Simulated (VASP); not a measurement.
The system is HfN.

```xyz
4
Lattice="3.1339 0.0000 0.0000 -1.5670 2.7140 0.0000 0.0000 0.0000 5.4168" Properties=species:S:1:pos:R:3 pbc="T T T"
Hf    1.5670    0.9047    4.0626
Hf    0.0000    1.8094    1.3542
N     0.0000    0.0000    0.0000
N     0.0000    0.0000    2.7084
```

Base run:

| Item | Value |
| --- | --- |
| Program | VASP 6.6.1 |
| Functional | BLYP |
| Potentials or basis | VASP PAW PBE potentials, release 64 (Hf_pv, N) |
| Cutoff | 520 eV |
| k mesh | 8 × 8 × 4 |
| Occupations | methfessel-paxton, width 0.05 eV |
| Spin | no spin polarisation |

Its results: band gap on the k mesh zero (band 15 reaches 10.26 eV, above the bottom of band 16 at 8.03 eV); pressure 13.6 GPa.

**Question.** The run is repeated on the same cell with these changes: functional from BLYP to PBEsol. What comes out?

**Answer.** Band gap on the k mesh zero (band 15 reaches 9.62 eV, above the bottom of band 16 at 7.31 eV); pressure -4.1 GPa.

PBEsol binds more tightly than BLYP, so the same cell stands under less pressure.

Caveats: the PAW data sets were made with another functional, which shifts forces and pressure a little; spin-orbit coupling is left out, which moves the levels of the heavy elements.
